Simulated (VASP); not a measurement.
# Si62C (a cell with a defect) in VASP: notebook, part 2 of 2

VASP 6.6.1.

## (3) Single point, PBE

INCAR

```
SYSTEM = Si62C
ALGO     = Normal         ! electronic algorithm
EDIFF    = 1E-7           ! SCF threshold, eV
ENCUT    = 520            ! plane-wave cutoff, eV
GGA      = PE             ! functional
ISIF     = 2              ! what is computed and relaxed
ISMEAR   = -1             ! smearing method
LASPH    = .TRUE.         ! aspherical terms in the spheres
LCHARG   = .FALSE.        ! write CHGCAR
LREAL    = Auto         
LWAVE    = .FALSE.        ! write WAVECAR
NBANDS   = 163            ! bands
NELM     = 100            ! most SCF steps
PREC     = Accurate       ! precision mode
SIGMA    = 0.02           ! smearing width, eV
```

KPOINTS

```
k-points
0
G
  1 1 1
  0 0 0
```

POSCAR

```
Si62C
1.0
   10.8600000000      0.0000000000      0.0000000000
    0.0000000000     10.8600000000      0.0000000000
    0.0000000000      0.0000000000     10.8600000000
Si C
62 1
Direct
    0.5007626151     -0.0009947514     -0.0014695212
    0.6254001842      0.1207503683      0.1278460405
    0.7496598527      0.2457229282     -0.0003525783
    0.8760140884      0.3768629834      0.1215244936
    0.7496605893     -0.0074778085      0.2587517495
    0.8754845304      0.1245962247      0.3746520258
   -0.0004080110      0.0034739411      0.0028000000
    0.1234533149      0.1292093923      0.1285980663
    0.2512810313      0.2496682320      0.0014600368
    0.3715422652      0.3774035912      0.1295595764
    0.4979837017      0.5026577348      0.0062290976
    0.6286029466      0.6296933702      0.1281692449
    0.7475089319      0.7525620626     -0.0039102210
    0.8717338858      0.8742581952      0.1241658379
    0.2462210866     -0.0036969613      0.2485084715
    0.3718914365      0.1289148250      0.3720757827
    0.5048146409      0.2546247698      0.2488018416
    0.6392816759      0.3857708103      0.3696889503
    0.7726891344      0.5182273481      0.2484981584
    0.5018668508     -0.0009118785      0.4974220074
    0.6236875691      0.1261601289      0.6226772560
    0.7511837937      0.2517415285      0.4992715470
    0.8713186924      0.3753076427      0.6307924494
    0.7504479742     -0.0078879374      0.7380843462
    0.8724603131      0.1203109576      0.8680930018
    0.0045164825      0.4956811234     -0.0058426335
    0.1267863720      0.6237752302      0.1185820442
    0.2557624309      0.7515751381     -0.0029805709
    0.3797075506      0.8745827808      0.1282282689
   -0.0010110497      0.2564221915      0.2542082873
    0.1055104972      0.3947638122      0.3838593923
    0.2447473297      0.5021969613      0.2551277164
    0.3769604052      0.6250665746      0.3757549724
    0.5089856354      0.7523416206      0.2606521179
    0.6472351750      0.8547063536      0.4010475138
   -0.0086571823     -0.0141882136      0.4957144567
    0.1218384899      0.1172715470      0.6167116943
    0.2415988029      0.2563453039      0.4961344383
    0.3787608656      0.3763361878      0.6183299263
    0.5116901473      0.5048855433      0.4975487109
    0.6502554328      0.6336603131      0.6138223757
    0.8599290976      0.8481955801      0.6110070902
    0.2502597606     -0.0008389503      0.7475686004
    0.3738924494      0.1246939227      0.8741645488
    0.4988867403      0.2502627072      0.7497923573
    0.6191593923      0.3740052486      0.8811133517
    0.7470565378      0.4977522099      0.7566519337
    0.8756290976      0.6238906077      0.8765385820
   -0.0132554328      0.7319931860      0.2415295580
    0.1148497238      0.8615074586      0.3686356354
   -0.0260802947      0.5236365562      0.5102462247
    0.1218740331      0.6290130755      0.6292411602
    0.2477088398      0.7484395948      0.4986833333
    0.3753765193      0.8747666667      0.6212320442
    0.0035802947      0.2439303867      0.7458752302
    0.1287655617      0.3705485267      0.8693900552
    0.2537387661      0.4975438306      0.7462281768
    0.3807232965      0.6268564457      0.8681444751
    0.5083544199      0.7475725599      0.7377318600
    0.6230043278      0.8760391344      0.8681340700
   -0.0022731123      0.7533244015      0.7532897790
    0.1249302947      0.8793158379      0.8771711786
    0.7610435543      0.7346412523      0.5282061694
```

Potentials or basis: VASP PAW PBE potentials, release 64 (Si, C).

Launch:

```console
$ cat potpaw_PBE.64/Si/POTCAR potpaw_PBE.64/C/POTCAR > POTCAR
$ mpirun -np 1 vasp_gam > vasp.out
```

OUTCAR:

```text
SYSTEM = Si62C
   EDIFF = 1E-7
   ENCUT = 520
   GGA = PE
   ISIF = 2
   ISMEAR = -1
   LASPH = .TRUE.
   LREAL = Auto
   NELM = 100
   PREC = Accurate

 ion  position               nearest neighbor table
   1  0.501  0.999  0.999-  29 2.35  60 2.36   2 2.36  44 2.36
   2  0.625  0.121  0.128-   1 2.36  17 2.36   3 2.37   5 2.40
   3  0.750  0.246  1.000-   2 2.37  46 2.37   4 2.38  25 2.38
   4  0.876  0.377  0.122-  19 2.35  26 2.35  30 2.36   3 2.38
   5  0.750  0.993  0.259-   6 2.35  14 2.35   2 2.40  35 2.42
   6  0.875  0.125  0.375-   5 2.35  30 2.36  22 2.36  36 2.36
[... 10 lines left out ...]
  17  0.505  0.255  0.249-  10 2.36   2 2.36  16 2.40  18 2.43
[... 32 lines left out ...]
  50  0.115  0.862  0.369-  36 2.35  53 2.36  49 2.41  15 2.42
  51  0.974  0.524  0.510-  23 2.36  52 2.36  31 2.43
  52  0.122  0.629  0.629-  61 2.34  53 2.36  51 2.36  57 2.39
  53  0.248  0.748  0.499-  33 2.36  52 2.36  54 2.36  50 2.36
  54  0.375  0.875  0.621-  20 2.35  43 2.36  53 2.36  59 2.37
  55  0.004  0.244  0.746-  37 2.35  56 2.35  25 2.36  23 2.38
  56  0.129  0.371  0.869-  26 2.35  57 2.35  55 2.35   9 2.36
  57  0.254  0.498  0.746-  39 2.35  56 2.35  58 2.37  52 2.39
  58  0.381  0.627  0.868-  57 2.37  28 2.37  59 2.38  11 2.39
  59  0.508  0.748  0.738-  60 2.35  54 2.37  58 2.38  41 2.39
  60  0.623  0.876  0.868-  24 2.35  59 2.35   1 2.36  13 2.36
  61  0.998  0.753  0.753-  52 2.34  48 2.35  62 2.36  42 2.39
  62  0.125  0.879  0.877-  43 2.35   7 2.35  61 2.36  28 2.37
  63  0.761  0.735  0.528-  42 1.87  41 1.87  35 2.27

  LATTYP: Found a simple cubic cell.
 ALAT       =    10.8600000000

  Lattice vectors:

 A1 = (  10.8600000000,   0.0000000000,   0.0000000000)
 A2 = (   0.0000000000,  10.8600000000,   0.0000000000)
 A3 = (   0.0000000000,   0.0000000000,  10.8600000000)

Analysis of symmetry for initial positions (statically):
=====================================================================
 Subroutine PRICEL returns:
 Original cell was already a primitive cell.

 Routine SETGRP: Setting up the symmetry group for a
 simple cubic supercell.

 Subroutine GETGRP returns: Found  1 space group operations
[... 240 lines left out ...]
   GGA     = PE    functional components
   LHFCALC =     F    Hartree Fock is set to
   AEXX    =    0.0000 exact exchange contribution
   IVDW    =     0    specifies the selected vdW correction
   LEPSILON=     F    determine dielectric tensor
   LRPA    =     F    only Hartree local field effects (RPA)
 non-spin polarized calculation
  energy-cutoff  :      520.00
  volume of cell :     1280.82
 maximum number of plane-waves:     17229
 NGX is ok and might be reduce to    84
   NGX = 41   NGY = 41   NGZ = 41

 number of electron     252.0000001 magnetization

 Free energy of the ion-electron system (eV)
  ---------------------------------------------------
  ext. energy  EPLUGINS =         0.00000000
  ---------------------------------------------------
  free energy    TOTEN  =      -333.83196402 eV

  energy without entropy =     -333.82896355  energy(sigma->0) =     -333.83046379

 E-fermi :   5.9919     XC(G=0):  -9.3159

 val. band max:        5.8901489555   @ k =   0.0000   0.0000   0.0000
 cond. band min:       6.0938688835   @ k =   0.0000   0.0000   0.0000
 fundamental gap:      0.2037199280
 Fermi energy:         5.9919158350

 k-point     1 :       0.0000    0.0000    0.0000
  band No.  band energies     occupation
      1      -6.4246      2.00000
      2      -5.9271      2.00000
      3      -5.1761      2.00000
      4      -5.1707      2.00000
      5      -5.1600      2.00000
      6      -5.1587      2.00000
[... 130 lines left out ...]
    137       6.8327      0.00000
    138       6.8536      0.00000
 [bands above 138 left out]

------------------------ aborting loop because EDIFF is reached ----------------------------------------

  FORCE on cell =-STRESS in cart. coord.  units (eV):
  Direction    XX          YY          ZZ          XY          YZ          ZX
  --------------------------------------------------------------------------------------
  -------------------------------------------------------------------------------------
  Total       -2.1396729     -2.4847908     10.2698544     -2.0503332      5.6161621     -6.2253708
  in kB       -2.6765077     -3.1082142     12.8465169     -2.5647531      7.0252331     -7.7872897
  external PRESSURE =       2.3539317 kB  Pullay stress =       0.0000000 kB

 VOLUME and BASIS-vectors are now :
 -----------------------------------------------------------------------------
  energy-cutoff  :      520.00
  volume of cell :     1280.82
      direct lattice vectors                 reciprocal lattice vectors
    10.860000000  0.000000000  0.000000000     0.092081031  0.000000000  0.000000000
     0.000000000 10.860000000  0.000000000     0.000000000  0.092081031  0.000000000
     0.000000000  0.000000000 10.860000000     0.000000000  0.000000000  0.092081031

 POSITION                                       TOTAL-FORCE (eV/Angst)
 -----------------------------------------------------------------------------------
      5.43828     10.84920     10.84404         0.003461     -0.002123      0.014542
      6.79185      1.31135      1.38841         0.008861     -0.082623      0.070689
      8.14131      2.66855     10.85617        -0.013353     -0.022551      0.037892
      9.51351      4.09273      1.31976         0.040204     -0.050768     -0.029450
      8.14131     10.77879      2.81004         0.036384     -0.123709      0.116649
      9.50776      1.35312      4.06872         0.018282     -0.015166      0.019795
[... 55 lines left out ...]
      1.35674      9.54937      9.52608         0.008106     -0.034754      0.000843
      8.26493      7.97820      5.73632        -1.247620      1.347194     -0.635744
 -----------------------------------------------------------------------------------
    total drift:                                0.001178      0.001748     -0.007428

  FREE ENERGIE OF THE ION-ELECTRON SYSTEM (eV)
  ---------------------------------------------------
  free  energy   TOTEN  =      -333.8319640185 eV

  energy  without entropy=     -333.8289635539  energy(sigma->0) =     -333.83046379
```

It took 5.2 min on 1 thread of Intel Xeon Platinum 8488C (Sapphire Rapids), shared host; peak memory 1.1 GiB.

What came out:

```yaml
Free_energy: -333.8320 eV
Pressure: 0.2 GPa
Largest_force: 1.943 eV/Å
```

Forces on the atoms (eV/Å):
```
Si   0.003 -0.002  0.015
Si   0.009 -0.083  0.071
Si  -0.013 -0.023  0.038
Si   0.040 -0.051 -0.029
Si   0.036 -0.124  0.117
Si   0.018 -0.015  0.020
Si   0.003 -0.008  0.011
Si   0.023 -0.028 -0.001
Si  -0.011 -0.001  0.000
Si   0.025 -0.031 -0.010
Si  -0.006 -0.030 -0.030
Si  -0.007 -0.030 -0.039
Si  -0.003  0.004  0.005
Si   0.016 -0.027  0.010
Si   0.009 -0.016  0.004
Si   0.101 -0.104  0.009
Si   0.006 -0.018  0.003
Si  -0.007 -0.013  0.008
Si   0.003 -0.075 -0.072
Si   0.128 -0.151  0.067
Si   0.004  0.001  0.018
Si  -0.010  0.004 -0.006
Si   0.011  0.055 -0.080
Si  -0.003  0.143  0.116
Si   0.011  0.053  0.046
Si   0.002 -0.010 -0.014
Si  -0.001 -0.031  0.015
Si  -0.009 -0.006  0.073
Si   0.064 -0.006  0.048
Si  -0.026 -0.040 -0.022
Si   0.173 -0.176 -0.049
Si   0.026  0.005 -0.031
Si  -0.005 -0.031  0.006
Si   0.055 -0.071  0.053
Si   0.352 -0.477  0.291
Si   0.010  0.031  0.016
Si  -0.003  0.017  0.022
Si   0.115 -0.093  0.076
Si   0.029  0.019  0.009
Si   0.007  0.042  0.006
Si  -0.250  0.167  0.063
Si   0.035  0.275  0.204
Si  -0.024  0.017  0.013
Si   0.009  0.001  0.005
Si  -0.005  0.017 -0.011
Si   0.059  0.019 -0.057
Si   0.005  0.117 -0.107
Si   0.025 -0.016  0.024
Si   0.008 -0.049  0.026
Si   0.012  0.008  0.017
Si   0.515 -0.481 -0.430
Si  -0.023 -0.022 -0.065
Si  -0.007  0.007 -0.002
Si  -0.026  0.005  0.034
Si  -0.011  0.034  0.001
Si   0.012 -0.007 -0.012
Si  -0.014 -0.008 -0.012
Si  -0.072 -0.009  0.051
Si  -0.156  0.015  0.123
Si   0.000  0.008  0.009
Si  -0.026 -0.015 -0.025
Si   0.008 -0.035  0.001
C   -1.248  1.347 -0.636
```

Caveat: the k points lie up to 0.58 Å⁻¹ apart.
